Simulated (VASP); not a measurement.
# PtSe2 in VASP: a series of runs

The runs below take PtSe2 through single point, with PBE+D3(BJ).

All numbers are computed with VASP 6.6.1; they aren't measurements. Logs are shortened: lines on timing, memory, paths and dates and some standing lists are left out, and cuts for length are marked.

**1. The cell of the first run**

The cell holds a slab with vacuum, 3 atoms: a = 3.707 Å, b = 3.707 Å, c = 31.121 Å, α = 90.00°, β = 90.00°, γ = 120.00°.

**2. Single point, PBE+D3(BJ)**

INCAR reads:

```
SYSTEM = PtSe2
PREC     = Accurate       ! precision mode
ENCUT    = 400            ! plane-wave cutoff, eV
EDIFF    = 1E-6           ! SCF threshold, eV
ISMEAR   = 0              ! smearing method
SIGMA    = 0.02           ! smearing width, eV
LREAL    = .False.        ! projectors in reciprocal space
LASPH    = .True.         ! aspherical terms in the spheres
NELM     = 120            ! most SCF steps
ALGO     = Normal         ! electronic algorithm
ISIF     = 2              ! what is computed and relaxed
LWAVE    = .False.        ! write WAVECAR
LCHARG   = .True.         ! write CHGCAR
LDIPOL   = .True.       
IDIPOL   = 3            
DIPOL    = 0.5 0.5 0.500
GGA      = PE             ! functional
IVDW     = 12             ! dispersion correction
LELF     = .True.         ! ELF
LVHAR    = .True.       
LVACPOTAV= .True.       
NBANDS   = 18             ! bands
GGA_COMPAT= .False.      
NELMDL   = -8
```

KPOINTS reads:

```
regular mesh
0
Gamma
  9 9 1
  0 0 0
```

POSCAR reads:

```
PtSe2
1.0
    3.7070000000      0.0000000000      0.0000000000
   -1.8535000000      3.2103561718      0.0000000000
    0.0000000000      0.0000000000     31.1212903780
Se Pt
2 1
Direct
    0.6666666667      0.3333333333      0.4589187985
    0.3333333333      0.6666666667      0.5410812015
    0.0000000000      0.0000000000      0.5000000000
```

Potentials or basis: VASP PAW PBE potentials, release 64 (Se, Pt).

Command:

```
cat potpaw_PBE.64/Se/POTCAR potpaw_PBE.64/Pt/POTCAR > POTCAR
mpirun -np 1 vasp_std > vasp.out
```

OUTCAR:

```text
SYSTEM = PtSe2
   PREC = Accurate
   ENCUT = 400
   EDIFF = 1E-6
   ISMEAR = 0
   LREAL = .False.
   LASPH = .True.
   NELM = 120
   ISIF = 2
   GGA = PE
   IVDW = 12
   NELMDL = -8
 IVDW          = 12

 ion  position               nearest neighbor table
   1  0.667  0.333  0.459-   3 2.49   3 2.49   3 2.49
   2  0.333  0.667  0.541-   3 2.49   3 2.49   3 2.49
   3  0.000  0.000  0.500-   1 2.49   2 2.49   2 2.49   1 2.49   1 2.49   2 2.49

  LATTYP: Found a hexagonal cell.
 ALAT       =     3.7070000000
 C/A-ratio  =     8.3952766059

  Lattice vectors:

 A1 = (   3.7070000000,   0.0000000000,   0.0000000000)
 A2 = (  -1.8535000000,   3.2103561718,   0.0000000000)
 A3 = (   0.0000000000,   0.0000000000,  31.1212903780)

Analysis of symmetry for initial positions (statically):
=====================================================================
 Subroutine PRICEL returns:
 Original cell was already a primitive cell.

 Routine SETGRP: Setting up the symmetry group for a
 hexagonal supercell.

 Subroutine GETGRP returns: Found 12 space group operations
 (whereof 12 operations were pure point group operations)
 out of a pool of 24 trial point group operations.

The static configuration has the point symmetry D_3d.

Analysis of symmetry for dynamics (positions and initial velocities):
=====================================================================
 Subroutine PRICEL returns:
 Original cell was already a primitive cell.

 Routine SETGRP: Setting up the symmetry group for a
 hexagonal supercell.

 Subroutine GETGRP returns: Found 12 space group operations
 (whereof 12 operations were pure point group operations)
 out of a pool of 24 trial point group operations.

The dynamic configuration has the point symmetry D_3d.

 Subroutine INISYM returns: Found 12 space group operations
 (whereof 12 operations are pure point group operations),
 and found     1 'primitive' translations

----------------------------------------------------------------------------------------

                                     Primitive cell

  volume of cell :     370.3680

  direct lattice vectors                    reciprocal lattice vectors
     3.707000000  0.000000000  0.000000000     0.269759914  0.155745959  0.000000000
    -1.853500000  3.210356172  0.000000000     0.000000000  0.311491918  0.000000000
     0.000000000  0.000000000 31.121290378     0.000000000  0.000000000  0.032132344

  length of vectors
     3.707000000  3.707000000 31.121290378     0.311491918  0.311491918  0.032132344

[... 72 lines left out ...]
   NSW    =      0    number of steps for IOM
   IBRION =     -1    ionic relax: 0-MD 1-quasi-New 2-CG
   NFREE  =      0    steps in history (QN), initial steepest desc. (CG)
   ISIF   =      2    stress and relaxation
   ISYM   =      2    0-nonsym 1-usesym 2-fastsym
   POTIM  = 0.5000    time-step for ionic-motion
   TEBEG  =    0.0;   TEEND  =   0.0 temperature during run
   PSTRESS=    0.0 pullay stress
   NELECT =      22.0000    total number of electrons
   NUPDOWN=      -1.0000    fix difference up-down
   EMIN   =  10.00;   EMAX   =-10.00  energy-range for DOS
   EFERMI =   0.00;   METHOD = LEGACY
   ISMEAR =     0;   SIGMA  =   0.02  broadening in eV -4-tet -1-fermi 0-gaus
   EFERMI_NEDOS =   21; number of points for ismear=-14 and -15
   IALGO  =     38    algorithm
   IMIX   =      4    mixing-type and parameters
     AMIX     =   0.40;   BMIX     =  1.00
     AMIX_MAG =   1.60;   BMIX_MAG =  1.00
  volume/ion in A,a.u.               =     123.46       833.12
  Fermi-wavevector in a.u.,A,eV,Ry     =   0.638760  1.207082  5.551378  0.408015
  Thomas-Fermi vector in A             =   1.704209
   LORBIT       =      0    0 simple, 1 ext, 2 COOP (PROOUT), +10 PAW based schemes
   GGA     = PE    functional components
   LHFCALC =     F    Hartree Fock is set to
   AEXX    =    0.0000 exact exchange contribution
   IVDW    =    12    specifies the selected vdW correction
   LEPSILON=     F    determine dielectric tensor
   LRPA    =     F    only Hartree local field effects (RPA)
 non-spin polarized calculation
 Gauss-broadening in eV      SIGMA  =   0.02
  energy-cutoff  :      400.00
  volume of cell :      370.37
 maximum number of plane-waves:      6804
   NGX = 13   NGY = 13   NGZ =101

 number of electron      22.0000002 magnetization

 dipolmoment           0.000000      0.000000     -0.000000 electrons x Angstroem

 Free energy of the ion-electron system (eV)
  ---------------------------------------------------
  ext. energy  EPLUGINS =         0.00000000
  ---------------------------------------------------
  free energy    TOTEN  =       -14.25465898 eV

  energy without entropy =      -14.25465898  energy(sigma->0) =      -14.25465898

 E-fermi :  -3.7714     XC(G=0):  -2.1785

 val. band max:       -3.9022659060   @ k =   0.0000   0.0000   0.0000
 cond. band min:      -2.4481234015   @ k =   0.2222  -0.0000   0.0000
 fundamental gap:      1.4541425046
 Fermi energy:        -3.7713644279

 k-point     1 :       0.0000    0.0000    0.0000
  band No.  band energies     occupation
      1     -18.0966      2.00000
      2     -16.1118      2.00000
      3      -9.2059      2.00000
      4      -9.2059      2.00000
      5      -9.0662      2.00000
      6      -6.8460      2.00000
[... 229 lines left out ...]
      5      -8.9271      2.00000
      6      -7.3948      2.00000
[... 10 lines left out ...]
     17       4.9433      0.00000
     18       5.0912      0.00000

------------------------ aborting loop because EDIFF is reached ----------------------------------------

 Edisp (eV)   -0.90258

 E8    (eV) :    -0.4147

  FORCE on cell =-STRESS in cart. coord.  units (eV):
  Direction    XX          YY          ZZ          XY          YZ          ZX
  --------------------------------------------------------------------------------------
  -------------------------------------------------------------------------------------
  Total       1.16954     1.16954     1.41025    -0.00000     0.00000     0.00000
  in kB       5.05932     5.05932     6.10061    -0.00000     0.00000     0.00000
  external pressure =        5.41 kB  Pullay stress =        0.00 kB

 VOLUME and BASIS-vectors are now :
 -----------------------------------------------------------------------------
  energy-cutoff  :      400.00
  volume of cell :      370.37
      direct lattice vectors                 reciprocal lattice vectors
     3.707000000  0.000000000  0.000000000     0.269759914  0.155745959  0.000000000
    -1.853500000  3.210356172  0.000000000     0.000000000  0.311491918  0.000000000
     0.000000000  0.000000000 31.121290378     0.000000000  0.000000000  0.032132344

 POSITION                                       TOTAL-FORCE (eV/Angst)
 -----------------------------------------------------------------------------------
      1.85350      1.07012     14.28215         0.000000     -0.000000     -0.562446
     -0.00000      2.14024     16.83915         0.000000      0.000000      0.562446
      0.00000      0.00000     15.56065        -0.000000      0.000000      0.000000
 -----------------------------------------------------------------------------------
    total drift:                                0.000000     -0.000000      0.000000

  FREE ENERGIE OF THE ION-ELECTRON SYSTEM (eV)
  ---------------------------------------------------
  free  energy   TOTEN  =       -15.1572353637 eV

  energy  without entropy=      -15.1572353637  energy(sigma->0) =      -15.15723536

 vacuum level on the upper side and lower side of the slab         1.831         1.831
```

OSZICAR:

```text
N       E                     dE             d eps       ncg     rms          rms(c)
DAV:   1     0.165544492255E+03    0.16554E+03   -0.58614E+03   432   0.690E+02
DAV:   2     0.345446676619E+01   -0.16209E+03   -0.15258E+03   736   0.142E+02
DAV:   3    -0.148408895762E+02   -0.18295E+02   -0.18200E+02   544   0.621E+01
[... 23 lines left out ...]
DAV:  27    -0.142546379254E+02   -0.12315E-04   -0.10325E-05   526   0.145E-02    0.102E-02
DAV:  28    -0.142546509685E+02   -0.13043E-04   -0.12192E-06   438   0.506E-03    0.139E-03
DAV:  29    -0.142546555232E+02   -0.45548E-05   -0.11049E-07   442   0.167E-03    0.189E-03
DAV:  30    -0.142546583545E+02   -0.28313E-05   -0.61517E-08   434   0.101E-03    0.294E-03
DAV:  31    -0.142546589809E+02   -0.62640E-06   -0.71625E-08   448   0.120E-03
   1 F= -.15157235E+02 E0= -.15157235E+02  d E =-.701234E-22
```

Wall time 3.5 min (1 thread of Intel Xeon 8259CL, shared host); peak memory 0.35 GiB.

What came out:

```yaml
Free_energy: -15.1572 eV
Largest_force: 0.562 eV/Å
Band_gap_on_the_k_mesh: 1.45 eV (least direct gap 1.53 eV)
Dispersion_energy_per_atom: -0.301 eV
```

Forces in eV/Å, atoms in the order of the input:
```
Se   0.000  0.000 -0.562
Se   0.000  0.000  0.562
Pt   0.000  0.000  0.000
```

Caveat: spin-orbit coupling is left out, which moves the levels of the heavy elements.

**3. Single point, PBE+D3(BJ)**

INCAR reads:

```
ALGO     = Normal         # electronic algorithm
DIPOL    = 0.5 0.5 0.500
EDIFF    = 1E-6           # SCF threshold, eV
ENCUT    = 400            # plane-wave cutoff, eV
GGA      = PE             # functional
GGA_COMPAT= F            
IDIPOL   = 3            
ISIF     = 2              # what is computed and relaxed
ISMEAR   = 0              # smearing method
IVDW     = 12             # dispersion correction
LASPH    = T              # aspherical terms in the spheres
LCHARG   = T              # write CHGCAR
LDIPOL   = T            
LELF     = T              # ELF
LREAL    = F              # projectors in reciprocal space
LVACPOTAV= T            
LVHAR    = T            
LWAVE    = F              # write WAVECAR
NBANDS   = 18             # bands
NELM     = 120            # most SCF steps
NELMDL   = -8           
PREC     = Accurate       # precision mode
SIGMA    = 0.02           # smearing width, eV
```

KPOINTS reads:

```
k-points
0
Gamma
  9 9 1
```

POSCAR reads:

```
PtSe2
1.0
    3.7070000000      0.0000000000      0.0000000000
   -1.8535000000      3.2103561718      0.0000000000
    0.0000000000      0.0000000000     31.1212903780
Se Pt
2 1
Direct
    0.6666666667      0.3333333333      0.4574407107
    0.3333333333      0.6666666667      0.5425592893
    0.0000000000      0.0000000000      0.5000000000
```

Potentials or basis: VASP PAW PBE potentials, release 64 (Se, Pt).

Command:

```
cat potpaw_PBE.64/Se/POTCAR potpaw_PBE.64/Pt/POTCAR > POTCAR
mpirun -np 1 vasp_std > vasp.out
```

Run time: 3.1 min. Hardware: 1 thread of Intel Xeon 8259CL, shared host; peak memory 0.34 GiB.

Results (log left out):

```yaml
Free_energy: -15.1827 eV
Band_gap_on_the_k_mesh: 1.35 eV (least direct gap 1.58 eV)
Dispersion_energy_per_atom: -0.299 eV
Ionisation_potential_of_the_upper_face: 5.65 eV
```

Levels at points of the mesh, in eV from the valence-band top:
```csv
k point,band 9,band 10,band 11,band 12,band 13,band 14
"(0.00, 0.00, 0.00)",-0.68,0.00,0.00,2.96,2.96,4.51
```

Caveat: spin-orbit coupling is left out, which moves the levels of the heavy elements.

**4. Single point, PBE+D3(BJ)**

INCAR reads:

```
SYSTEM = PtSe2
PREC = Accurate ; ENCUT = 400
EDIFF = 1E-6 ; ISMEAR = 0
SIGMA = 0.02 ; LREAL = .FALSE.
LASPH = .TRUE. ; NELM = 120
ALGO = Normal ; ISIF = 2
LWAVE = .FALSE. ; LCHARG = .FALSE.
LDIPOL = .TRUE. ; IDIPOL = 3
DIPOL = 0.5 0.5 0.500 ; GGA = PE
IVDW = 12 ; NBANDS = 18
GGA_COMPAT = .FALSE. ; NELMDL = -8
```

KPOINTS reads:

```
Automatic mesh
0
G
  9 9 1
  0 0 0
```

POSCAR reads:

```
PtSe2
1.0
    3.7070000000      0.0000000000      0.0000000000
   -1.8535000000      3.2103561718      0.0000000000
    0.0000000000      0.0000000000     31.1212903780
Se Pt
2 1
Direct
    0.6666666667      0.3333333333      0.4559626229
    0.3333333333      0.6666666667      0.5440373771
    0.0000000000      0.0000000000      0.5000000000
```

Command:

```
cat potpaw_PBE.64/Se/POTCAR potpaw_PBE.64/Pt/POTCAR > POTCAR
mpirun -np 1 vasp_std > vasp.out
```

It took 2.8 min on 1 thread of Intel Xeon 8259CL, shared host; peak memory 0.34 GiB.

It converged, with:

```yaml
Free_energy: -15.1585 eV
Largest_force: 0.517 eV/Å
Band_gap_on_the_k_mesh: 1.24 eV (least direct gap 1.46 eV)
Dispersion_energy_per_atom: -0.296 eV
```

Forces on the atoms (eV/Å):
```
Se   0.000  0.000  0.517
Se   0.000  0.000 -0.517
Pt   0.000  0.000  0.000
```

Levels at points of the mesh, in eV from the valence-band top:
```
           k point  band 9  band 10  band 11  band 12  band 13  band 14
(0.00, 0.00, 0.00)   -0.79     0.00     0.00     2.77     2.77     4.37
```

Caveat: spin-orbit coupling is left out, which moves the levels of the heavy elements.

**5. Overview**

| cell | gap on the mesh (eV) | largest force (eV/Å) |
| --- | --- | --- |
| as given, atomic positions A | 1.45 | 0.56 |
| as given, atomic positions B | 1.35 | - |
| as given, atomic positions C | 1.24 | 0.52 |

Alike in all rows: task single point; level PBE+D3(BJ); potentials or basis VASP PAW PBE potentials, release 64 (Se, Pt); no spin polarisation; k mesh 9 × 9 × 1; cutoff (eV) 400; smearing gaussian 0.02 eV.

Caveats: spin-orbit coupling is left out, which moves the levels of the heavy elements.

Absolute energies hang on the potentials; compare differences alone.
